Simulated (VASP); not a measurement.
Write the native input for VASP 6.6.1 that does the following.

* Task: relaxation of cell and atoms
* Functional: PBEsol
* Potentials or basis: VASP PAW PBE potentials, release 64 (Cs_sv, Pb_d, Br)
* Cutoff: 600 eV
* k mesh: 6 × 6 × 6
* Occupations: gaussian, width 0.02 eV
* Spin: no spin polarisation
* Dipole correction: no
* Further INCAR settings: ALGO = Normal; EDIFF = 1e-06; IBRION = 2; EDIFFG = -0.005; NSW = 70; ISIF = 3

The structure of CsPbBr3 lies in POSCAR:

```
CsPbBr3
1.0
    5.9981178917      0.0000000000      0.0000000000
    0.0000000000      5.9981178917      0.0000000000
    0.0000000000      0.0000000000      5.9981178917
Cs Pb Br
1 1 3
Direct
    0.0000000000      0.0000000000      0.0000000000
    0.5000000000      0.5000000000      0.5000000000
    0.0000000000      0.5000000000      0.5000000000
    0.5000000000      0.0000000000      0.5000000000
    0.5000000000      0.5000000000      0.0000000000
```

One way to write it, as run:

INCAR

```
  ALGO = Normal
  EDIFF = 1E-6
  EDIFFG = -0.005
  ENCUT = 600
  GGA = PS
  IBRION = 2
  ISIF = 3
  ISMEAR = 0
  LASPH = T
  LCHARG = F
  LREAL = F
  LWAVE = F
  NELM = 60
  NSW = 70
  PREC = Accurate
  SIGMA = 0.02
```

KPOINTS

```
k-points
0
Gamma
  6 6 6
```

Potentials or basis: VASP PAW PBE potentials, release 64 (Cs_sv, Pb_d, Br).

The run is started by

```bash
$ cat potpaw_PBE.64/Cs_sv/POTCAR potpaw_PBE.64/Pb_d/POTCAR potpaw_PBE.64/Br/POTCAR > POTCAR
$ mpirun -np 1 vasp_std > vasp.out
```

It gave:

| Quantity | Value |
| --- | --- |
| Relaxed volume | 40.51 Å³/atom |
| Relaxed cell | a = 5.873 Å, b = 5.873 Å, c = 5.873 Å, α = 90.00°, β = 90.00°, γ = 90.00° |
| Space group after relaxing (to 0.1 Å) | Pm-3m (No. 221) |
| Energy gained by relaxing | 10.2 meV/atom |
| Ionic steps | 7 |
| Pressure after relaxing | 0.0 GPa |
| Band gap on the k mesh | 1.43 eV |

Caveat: the PAW data sets were made with another functional, which shifts forces and pressure a little; spin-orbit coupling is left out, which moves the levels of the heavy elements.

It took 13 min on 1 thread of Intel Xeon 8259CL, on a shared host, peak memory 0.44 GiB.
